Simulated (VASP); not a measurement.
BaO:

```xyz
2
Lattice="0.0000 2.7719 2.7719 2.7719 0.0000 2.7719 2.7719 2.7719 0.0000" Properties=species:S:1:pos:R:3 pbc="T T T"
Ba    0.0000    0.0000    0.0000
O     2.7719    2.7719    2.7719
```

Base run:

```yaml
Program: VASP 6.6.1
Functional: PBE
Potentials_or_basis: VASP PAW PBE potentials, release 64 (Ba_sv, O)
Cutoff: 600 eV
k_mesh: 5 × 5 × 5
Occupations: gaussian, width 0.01 eV
Spin: no spin polarisation
```

Its results: band gap on the k mesh 2.25 eV, indirect (least direct gap 2.35 eV); pressure 2.8 GPa.

**Question.** The run is repeated on the same cell with these changes: k mesh from 5 × 5 × 5 to 2 × 2 × 2. What comes out?

**Answer.** Band gap on the k mesh 1.84 eV, direct; pressure 2.8 GPa.

Caveats: some runs use coarse meshes; spin-orbit coupling is left out, which moves the levels of the heavy elements.

A k mesh can miss the band edges.
